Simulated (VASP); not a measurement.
Crystal: Ge2Sb2Te5.

```
CELL_PARAMETERS angstrom
4.26295 0.00000 0.00000
-2.13147 3.69182 0.00000
0.00000 0.00000 18.09760
ATOMIC_POSITIONS crystal
Ge 0.00000 0.00000 0.33132
Ge 0.00000 0.00000 0.66868
Sb 0.33333 0.66667 0.11210
Sb 0.66667 0.33333 0.88790
Te 0.00000 0.00000 0.00000
Te 0.33333 0.66667 0.79143
Te 0.66667 0.33333 0.20857
Te 0.33333 0.66667 0.40960
Te 0.66667 0.33333 0.59040
```

Base run:

| Property | Result |
| --- | --- |
| Program | VASP 6.6.1 |
| Functional | PBE |
| Potentials or basis | VASP PAW PBE potentials, release 64 (Ge_d, Sb, Te) |
| Cutoff | 520 eV |
| k mesh | 12 × 12 × 2 |
| Occupations | gaussian, width 0.03 eV |
| Spin | no spin polarisation |

Its results: band gap on the k mesh 0.02 eV, direct; pressure 0.0 GPa; largest force 0.025 eV/Å.

Task: The run is repeated on the same cell with these changes: k mesh from 12 × 12 × 2 to 9 × 9 × 2. What comes out?

Result: Band gap on the k mesh 0.17 eV, indirect (least direct gap 0.25 eV); pressure 0.0 GPa; largest force 0.018 eV/Å.

Caveats: spin-orbit coupling is left out, which moves the levels of the heavy elements; this functional lacks dispersion, which binds the layers, so the pressure and a relaxed spacing across them are unreliable.

A k mesh can miss the band edges.
